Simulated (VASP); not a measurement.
A run of VASP 6.6.1 is set up as follows.

File POSCAR:

```
B
1.0
   -1.1474615458      1.1474615458      1.1474615458
    1.1474615458     -1.1474615458      1.1474615458
    1.1474615458      1.1474615458     -1.1474615458
B
1
Direct
    0.0000000000      0.0000000000      0.0000000000
```

File INCAR.step1:

```
ALGO = Normal ; EDIFF = 1E-4
ENCUT = 520 ; GGA = PE
GGA_COMPAT = False ; ISMEAR = -1
LASPH = True ; LCHARG = False
LREAL = False ; LSORBIT = True
LWAVE = True ; MAGMOM = 0 0 0
NBANDS = 14 ; NELM = 150
PREC = Accurate ; SIGMA = 0.1
```

The input INCAR.step2:

```
ALGO = Normal ; EDIFF = 1E-6
ENCUT = 520 ; GGA_COMPAT = False
ISIF = 2 ; ISMEAR = -1
ISTART = 1 ; LASPH = True
LCHARG = True ; LMIXTAU = True
LORBIT = 11 ; LORBMOM = True
LREAL = False ; LSORBIT = True
LVHAR = True ; LWAVE = False
MAGMOM = 0 0 0 ; METAGGA = R2SCAN
NBANDS = 14 ; NELM = 150
PREC = Accurate ; SIGMA = 0.1
```

The input KPOINTS:

```
k-points
0
Gamma
  19 19 19
```

Potentials or basis: VASP PAW PBE potentials, release 64 (B).

Run with:

```console
$ cat potpaw_PBE.64/B/POTCAR > POTCAR
$ cp INCAR.step1 INCAR
$ mpirun -np 1 vasp_ncl > vasp.out
$ cp INCAR.step2 INCAR
$ mpirun -np 1 vasp_ncl > vasp.out
```

Predict the net moment.

0.00 μB per cell.

What does it give for the pressure?

-0.4 GPa.

Moments on the atoms (μB; x, y, z):
```
B   0.00 0.00 0.00
```

Caveat: the PAW data sets were made with another functional, which shifts forces and pressure a little.
